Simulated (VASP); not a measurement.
# CuI (Immm) in VASP: a series of runs

CuI is run at these levels: PBE; tasks: single point.

Everything below comes from runs of VASP 6.6.1. Logs are shortened: lines on timing, memory, paths and dates and some standing lists are left out, and cuts for length are marked.

## (1) The cell of the first run

Symmetry: Immm, No. 71, orthorhombic system. The conventional cell has a = 3.957 Å, b = 4.139 Å, c = 5.724 Å, α = 90.00°, β = 90.00°, γ = 90.00°. Cu (site symmetry mmm) has 6 I at 2.86 Å within 3.8 Å. I (site symmetry mmm) has 6 Cu at 2.86 Å within 3.8 Å.

## (2) Single point, PBE (strain +0.0450 x Voigt [0, 0, 0, 1, 0, 0])

File INCAR:

```
SYSTEM = CuI
PREC     = Accurate       ! precision mode
ENCUT    = 520            ! plane-wave cutoff, eV
EDIFF    = 1E-6           ! SCF threshold, eV
ISMEAR   = 0              ! smearing method
SIGMA    = 0.15           ! smearing width, eV
LREAL    = .FALSE.        ! projectors in reciprocal space
LASPH    = .TRUE.         ! aspherical terms in the spheres
NELM     = 80             ! most SCF steps
ALGO     = Normal         ! electronic algorithm
ISIF     = 2              ! what is computed and relaxed
LWAVE    = .FALSE.        ! write WAVECAR
LCHARG   = .FALSE.        ! write CHGCAR
GGA      = PE             ! functional
NBANDS   = 16             ! bands
```

File KPOINTS:

```
regular mesh
0
G
  14 14 14
  0 0 0
```

File POSCAR:

```
CuI
1.0
    0.0000000000      2.9264860025      2.9264860025
    2.8620890000      0.0643970025      2.8620890000
    2.8620890000      2.8620890000      0.0643970025
Cu I
1 1
Direct
    0.0000000000      0.0000000000      0.0000000000
    0.5000000000      0.5000000000      0.5000000000
```

Potentials or basis: VASP PAW PBE potentials, release 64 (Cu, I).

Started as:

```console
$ cat potpaw_PBE.64/Cu/POTCAR potpaw_PBE.64/I/POTCAR > POTCAR
$ mpirun -np 1 vasp_std > vasp.out
```

OUTCAR:

```text
SYSTEM = CuI
   PREC = Accurate
   ENCUT = 520
   EDIFF = 1E-6
   ISMEAR = 0
   LREAL = .FALSE.
   LASPH = .TRUE.
   NELM = 80
   ISIF = 2
   GGA = PE

 ion  position               nearest neighbor table
   1  0.000  0.000  0.000-   2 2.86   2 2.86   2 2.86   2 2.86   2 2.86   2 2.86
   2  0.500  0.500  0.500-   1 2.86   1 2.86   1 2.86   1 2.86   1 2.86   1 2.86

  LATTYP: Found a body centered orthorhombic cell.
 ALAT       =     3.9565339662
 B/A-ratio  =     1.0460358056
 C/A-ratio  =     1.4467657927

  Lattice vectors:

 A1 = (  -2.8620890000,   2.8620890000,   0.0643970025)
 A2 = (  -2.8620890000,  -2.8620890000,  -0.0643970025)
 A3 = (   2.8620890000,   0.0643970025,   2.8620890000)

Analysis of symmetry for initial positions (statically):
=====================================================================
 Subroutine PRICEL returns:
 Original cell was already a primitive cell.

 Routine SETGRP: Setting up the symmetry group for a
 body centered orthorhombic supercell.

 Subroutine GETGRP returns: Found  8 space group operations
 (whereof  8 operations were pure point group operations)
 out of a pool of  8 trial point group operations.

The static configuration has the point symmetry D_2h.

Analysis of symmetry for dynamics (positions and initial velocities):
=====================================================================
 Subroutine PRICEL returns:
 Original cell was already a primitive cell.

 Routine SETGRP: Setting up the symmetry group for a
 body centered orthorhombic supercell.

 Subroutine GETGRP returns: Found  8 space group operations
 (whereof  8 operations were pure point group operations)
 out of a pool of  8 trial point group operations.

The dynamic configuration has the point symmetry D_2h.

 Subroutine INISYM returns: Found  8 space group operations
 (whereof  8 operations are pure point group operations),
 and found     1 'primitive' translations

----------------------------------------------------------------------------------------

                                     Primitive cell

  volume of cell :      46.8662

  direct lattice vectors                    reciprocal lattice vectors
     0.000000000  2.926486002  2.926486002    -0.174697572  0.170853371  0.170853371
     2.862089000  0.064397002  2.862089000     0.174697572 -0.178718744  0.178718744
     2.862089000  2.862089000  0.064397002     0.174697572  0.178718744 -0.178718744

  length of vectors
     4.138676195  4.048117323  4.048117323     0.298162692  0.307245864  0.307245864

  position of ions in fractional coordinates (direct lattice)
     0.000000000  0.000000000  0.000000000
     0.500000000  0.500000000  0.500000000

  ion indices of the primitive-cell ions
   primitive index   ion index
                 1           1
                 2           2

----------------------------------------------------------------------------------------

 KPOINTS: regular mesh

Automatic generation of k-mesh.
 Grid dimensions read from file:
 generate k-points for:   14   14   14

 Generating k-lattice:

  Cartesian coordinates                     Fractional coordinates (reciprocal lattice)
    -0.012478398  0.012203812  0.012203812     0.071428571 -0.000000000 -0.000000000
     0.012478398 -0.012765625  0.012765625     0.000000000  0.071428571  0.000000000
     0.012478398  0.012765625 -0.012765625     0.000000000  0.000000000  0.071428571

  Length of vectors
     0.021297335  0.021946133  0.021946133

  Shift w.r.t. Gamma in fractional coordinates (k-lattice)
     0.000000000  0.000000000  0.000000000

 Subroutine IBZKPT returns following result:
 ===========================================

 Found    428 irreducible k-points:

 Following reciprocal coordinates:
            Coordinates               Weight
  0.000000  0.000000  0.000000      1.000000
  0.071429 -0.000000 -0.000000      4.000000
  0.142857  0.000000 -0.000000      4.000000
  0.214286 -0.000000 -0.000000      4.000000
  0.285714 -0.000000 -0.000000      4.000000
  0.357143  0.000000 -0.000000      4.000000
[... 16 lines left out ...]
  0.000000  0.142857  0.000000      4.000000
  0.071429  0.142857  0.000000      8.000000
 [... further k-points ...]
   k-points           NKPTS =    428   k-points in BZ     NKDIM =    428   number of bands    NBANDS=     16
   number of dos      NEDOS =    301   number of ions     NIONS =      2
   total plane-waves  NPLWV =  28800
   dimension x,y,z NGX =    32 NGY =   30 NGZ =   30
   dimension x,y,z NGXF=    64 NGYF=   60 NGZF=   60
   ions per type =               1   1
   NGX,Y,Z   is equivalent  to a cutoff of  12.85, 12.32, 12.32 a.u.
   NGXF,Y,Z  is equivalent  to a cutoff of  25.71, 24.64, 24.64 a.u.
 SYSTEM =  CuI
   PREC   = accura    normal or accurate (medium, high low for compatibility)
   ISTART =      0    job   : 0-new  1-cont  2-samecut
   ICHARG =      2    charge: 1-file 2-atom 10-const
   ISPIN  =      1    spin polarized calculation?
   LNONCOLLINEAR =      F non collinear calculations
   LSORBIT =      F    spin-orbit coupling
   LASPH  =      T    aspherical Exc in radial PAW
   ENCUT  =  520.0 eV  38.22 Ry    6.18 a.u.   7.70  7.53  7.53*2*pi/ulx,y,z
   NELM   =     80;   NELMIN=  2; NELMDL= -5     # of ELM steps
   EDIFF  = 0.1E-05   stopping-criterion for ELM
   LREAL  =      F    real-space projection
   EDIFFG = 0.1E-04   stopping-criterion for IOM
   NSW    =      0    number of steps for IOM
   IBRION =     -1    ionic relax: 0-MD 1-quasi-New 2-CG
   NFREE  =      0    steps in history (QN), initial steepest desc. (CG)
   ISIF   =      2    stress and relaxation
   ISYM   =      2    0-nonsym 1-usesym 2-fastsym
   POTIM  = 0.5000    time-step for ionic-motion
   TEBEG  =    0.0;   TEEND  =   0.0 temperature during run
   PSTRESS=    0.0 pullay stress
   NELECT =      18.0000    total number of electrons
   NUPDOWN=      -1.0000    fix difference up-down
   EMIN   =  10.00;   EMAX   =-10.00  energy-range for DOS
   EFERMI =   0.00;   METHOD = LEGACY
   ISMEAR =     0;   SIGMA  =   0.15  broadening in eV -4-tet -1-fermi 0-gaus
   EFERMI_NEDOS =   21; number of points for ismear=-14 and -15
   IALGO  =     38    algorithm
   IMIX   =      4    mixing-type and parameters
     AMIX     =   0.40;   BMIX     =  1.00
     AMIX_MAG =   1.60;   BMIX_MAG =  1.00
  volume/ion in A,a.u.               =      23.43       158.13
  Fermi-wavevector in a.u.,A,eV,Ry     =   1.189997  2.248768 19.267111  1.416093
  Thomas-Fermi vector in A             =   2.326092
   LORBIT       =      0    0 simple, 1 ext, 2 COOP (PROOUT), +10 PAW based schemes
   GGA     = PE    functional components
   LHFCALC =     F    Hartree Fock is set to
   AEXX    =    0.0000 exact exchange contribution
   IVDW    =     0    specifies the selected vdW correction
   LEPSILON=     F    determine dielectric tensor
   LRPA    =     F    only Hartree local field effects (RPA)
 non-spin polarized calculation
 Gauss-broadening in eV      SIGMA  =   0.15
  energy-cutoff  :      520.00
  volume of cell :       46.87
 maximum number of plane-waves:      1284
   NGX = 15   NGY = 15   NGZ = 15

 number of electron      18.0000008 magnetization

 Free energy of the ion-electron system (eV)
  ---------------------------------------------------
  ext. energy  EPLUGINS =         0.00000000
  ---------------------------------------------------
  free energy    TOTEN  =        -5.09106252 eV

  energy without entropy =       -5.08548883  energy(sigma->0) =       -5.08827567

 E-fermi :   6.2353     XC(G=0): -10.0279

 val. band max:        6.2285442143   @ k =   0.5000   0.0000   0.0000
 cond. band min:       6.2433662849   @ k =   0.5000  -0.4286   0.0714
 fundamental gap:      0.0148220706
 Fermi energy:         6.2353158780

 k-point     1 :       0.0000    0.0000    0.0000
  band No.  band energies     occupation
      1      -8.0650      2.00000
      2       4.2431      2.00000
      3       4.2445      2.00000
      4       4.2471      2.00000
      5       4.2523      2.00000
      6       4.2713      2.00000
[... 8 lines left out ...]
     15      14.8776      0.00000
     16      15.0047      0.00000

 k-point     2 :       0.0714   -0.0000   -0.0000
  band No.  band energies     occupation
      1      -8.0283      2.00000
      2       3.7312      2.00000
      3       3.9326      2.00000
      4       4.0294      2.00000
      5       4.2723      2.00000
      6       4.3022      2.00000
[... 8 lines left out ...]
     15      14.6232      0.00000
     16      14.8802      0.00000

 k-point     3 :       0.1429    0.0000   -0.0000
  band No.  band energies     occupation
      1      -7.9219      2.00000
      2       2.8586      2.00000
      3       3.5886      2.00000
      4       3.7086      2.00000
      5       4.3003      2.00000
      6       4.3293      2.00000
[... 8 lines left out ...]
     15      14.6108      0.00000
     16      14.6905      0.00000

 k-point     4 :       0.2143   -0.0000   -0.0000
  band No.  band energies     occupation
      1      -7.7583      2.00000
      2       1.9255      2.00000
      3       3.2903      2.00000
      4       3.4148      2.00000
      5       4.3410      2.00000
      6       4.3695      2.00000
[... 8 lines left out ...]
     15      14.6804      0.00000
     16      15.0598      0.00000

 k-point     5 :       0.2857   -0.0000   -0.0000
  band No.  band energies     occupation
      1      -7.5604      2.00000
      2       1.0756      2.00000
      3       3.0470      2.00000
      4       3.1707      2.00000
      5       4.3862      2.00000
      6       4.4152      2.00000
[... 8 lines left out ...]
     15      15.3238      0.00000
     16      15.7391      0.00000

 k-point     6 :       0.3571    0.0000   -0.0000
  band No.  band energies     occupation
      1      -7.3637      2.00000
      2       0.3919      2.00000
      3       2.8670      2.00000
      4       2.9885      2.00000
      5       4.4265      2.00000
      6       4.4571      2.00000
[... 8 lines left out ...]
     15      16.1547      0.00000
     16      16.5932      0.00000
[... 267 lines left out ...]
 k-point    21 :      -0.1429    0.0714    0.0000
  band No.  band energies     occupation
      1      -7.8377      2.00000
      2       2.4520      2.00000
      3       3.3943      2.00000
      4       3.6041      2.00000
      5       4.3096      2.00000
      6       4.3426      2.00000
[... 8 lines left out ...]
     15      15.2088      0.00000
     16      15.3189      0.00000

 k-point    22 :      -0.0714    0.0714    0.0000
  band No.  band energies     occupation
      1      -7.9639      2.00000
      2       3.2736      2.00000
      3       3.6664      2.00000
      4       3.9035      2.00000
      5       4.2799      2.00000
      6       4.3003      2.00000
[... 8 lines left out ...]
     15      14.7492      0.00000
     16      15.2294      0.00000

 k-point    23 :       0.0000    0.1429    0.0000
  band No.  band energies     occupation
      1      -7.9080      2.00000
      2       3.0527      2.00000
      3       3.5098      2.00000
      4       3.6260      2.00000
      5       4.2882      2.00000
      6       4.3116      2.00000
[... 8 lines left out ...]
     15      14.3984      0.00000
     16      14.5504      0.00000

 k-point    24 :       0.0714    0.1429    0.0000
  band No.  band energies     occupation
      1      -7.9216      2.00000
      2       3.0685      2.00000
      3       3.6893      2.00000
      4       3.7654      2.00000
      5       4.2567      2.00000
      6       4.2957      2.00000
[... 8 lines left out ...]
     15      15.0946      0.00000
     16      15.1686      0.00000

 [... further k-points ...]

------------------------ aborting loop because EDIFF is reached ----------------------------------------

  FORCE on cell =-STRESS in cart. coord.  units (eV):
  Direction    XX          YY          ZZ          XY          YZ          ZX
  --------------------------------------------------------------------------------------
  -------------------------------------------------------------------------------------
  Total        0.0936271      0.1213334      0.1213334      0.0000000     -0.2600414      0.0000000
  in kB        3.2007571      4.1479291      4.1479291      0.0000000     -8.8898344      0.0000000
  external PRESSURE =       3.8322051 kB  Pullay stress =       0.0000000 kB

 VOLUME and BASIS-vectors are now :
 -----------------------------------------------------------------------------
  energy-cutoff  :      520.00
  volume of cell :       46.87
      direct lattice vectors                 reciprocal lattice vectors
     0.000000000  2.926486002  2.926486002    -0.174697572  0.170853371  0.170853371
     2.862089000  0.064397002  2.862089000     0.174697572 -0.178718744  0.178718744
     2.862089000  2.862089000  0.064397002     0.174697572  0.178718744 -0.178718744

 POSITION                                       TOTAL-FORCE (eV/Angst)
 -----------------------------------------------------------------------------------
      0.00000      0.00000      0.00000         0.000000      0.000000      0.000000
      2.86209      2.92649      2.92649        -0.000000     -0.000000     -0.000000
 -----------------------------------------------------------------------------------
    total drift:                                0.000000     -0.000000     -0.000000

  FREE ENERGIE OF THE ION-ELECTRON SYSTEM (eV)
  ---------------------------------------------------
  free  energy   TOTEN  =        -5.0910625190 eV

  energy  without entropy=       -5.0854888275  energy(sigma->0) =       -5.08827567
```

It took 2.3 min on 1 thread of AMD EPYC 9R45 (Zen 5), shared host; peak memory 0.42 GiB.

What came out:

| Item | Value |
| --- | --- |
| Free energy | -5.0911 eV |
| Pressure | 0.4 GPa |
| Band gap on the k mesh | zero (bands 9 and 10 overlap by 0.47 eV) |

Stress tensor (GPa, compression positive):
```
 0.32  0.00  0.00
 0.00  0.41 -0.89
 0.00 -0.89  0.41
```

Levels at points of the mesh, in eV from the Fermi level:
```tsv
k point	band 6	band 7	band 8	band 9	band 10	band 11	band 12	band 13
(0.00, 0.00, 0.00)	-1.96	-1.94	-1.83	-1.63	0.86	7.03	7.33	7.64
(0.50, 0.00, 0.00)	-1.74	-1.67	-0.01	-0.01	2.90	4.41	4.69	5.74
(0.00, 0.50, 0.00)	-1.73	-1.63	-0.05	-0.03	2.65	4.13	4.41	5.51
(0.50, 0.50, 0.00)	-1.87	-1.68	-1.67	-1.56	-0.45	4.42	9.70	10.00
(0.00, 0.50, 0.50)	-1.87	-1.67	-1.67	-1.56	-0.48	4.44	10.00	10.04
```

Caveat: the cell differs from its parent crystal (strain +0.0450 x Voigt [0, 0, 0, 1, 0, 0]); semilocal functionals underestimate gaps, and a narrow one can read as zero; spin-orbit coupling is left out, which moves the levels of the heavy elements.

(Part 1 of 2 ends here.)
